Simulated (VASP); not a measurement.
Crystal: AgCl (Chlorargyrite).

```
CELL_PARAMETERS angstrom
0.00000 2.78864 2.78864
2.78864 0.00000 2.78864
2.78864 2.78864 0.00000
ATOMIC_POSITIONS crystal
Ag 0.00000 0.00000 0.00000
Cl 0.50000 0.50000 0.50000
```

Base run:

- Program: VASP 6.6.1
- Functional: LDA
- Potentials or basis: VASP PAW LDA potentials, release 64 (Ag, Cl)
- Cutoff: 520 eV
- k mesh: 8 × 8 × 8
- Occupations: fermi-dirac, width 0.05 eV
- Spin: no spin polarisation

Its results: band gap on the k mesh 0.65 eV, indirect (least direct gap 2.88 eV); pressure -6.2 GPa.

The run is repeated on the same cell with these changes: k mesh from 8 × 8 × 8 to 7 × 7 × 7. What comes out?

Band gap on the k mesh 0.72 eV, indirect (least direct gap 2.88 eV); pressure -6.2 GPa.

A k mesh can miss the band edges.
